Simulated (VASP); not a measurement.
Input of a VASP 6.6.1 run:

The input POSCAR:

```
Te2Mo
1.0
    1.7509539888      1.0109137567      7.0687660149
   -1.7509539888      1.0109137567      7.0687660149
    0.0000000000     -2.0218275135      7.0687660149
Mo Te
1 2
Direct
   -0.0052853419      0.0157369124     -0.0135730488
    0.2525492007      0.2344036640      0.2496742904
    0.7514252745      0.7537628573      0.7605319339
```

The input INCAR.step1:

```
ALGO = Normal
EDIFF = 1E-4
ENCUT = 520
GGA = PE
ISMEAR = -1
LASPH = True
LCHARG = False
LREAL = False
LWAVE = True
NBANDS = 20
NELM = 80
PREC = Accurate
SIGMA = 0.026
```

File INCAR.step2:

```
ALGO = Normal
EDIFF = 1E-7
ENCUT = 520
ISIF = 2
ISMEAR = -1
ISTART = 1
LASPH = True
LCHARG = False
LMIXTAU = True
LREAL = False
LWAVE = False
METAGGA = R2SCAN
NBANDS = 20
NELM = 80
PREC = Accurate
SIGMA = 0.026
```

File KPOINTS:

```
k-points
0
Gamma
  4 4 4
```

Potentials or basis: VASP PAW PBE potentials, release 64 (Mo_sv, Te).

Launch:

```console
$ cat potpaw_PBE.64/Mo_sv/POTCAR potpaw_PBE.64/Te/POTCAR > POTCAR
$ cp INCAR.step1 INCAR
$ mpirun -np 1 vasp_std > vasp.out
$ cp INCAR.step2 INCAR
$ mpirun -np 1 vasp_std > vasp.out
```

What does it give for the band gap on the k mesh?

0.11 eV, direct.

Predict the largest force.

0.654 eV/Å.

Forces on the atoms (eV/Å):
```
Mo   0.332 -0.326  0.460
Te  -0.268  0.180 -0.051
Te  -0.064  0.146 -0.409
```

Caveat: the k points lie up to 0.52 Å⁻¹ apart; the PAW data sets were made with another functional, which shifts forces and pressure a little; spin-orbit coupling is left out, which moves the levels of the heavy elements. A k mesh can miss the band edges.
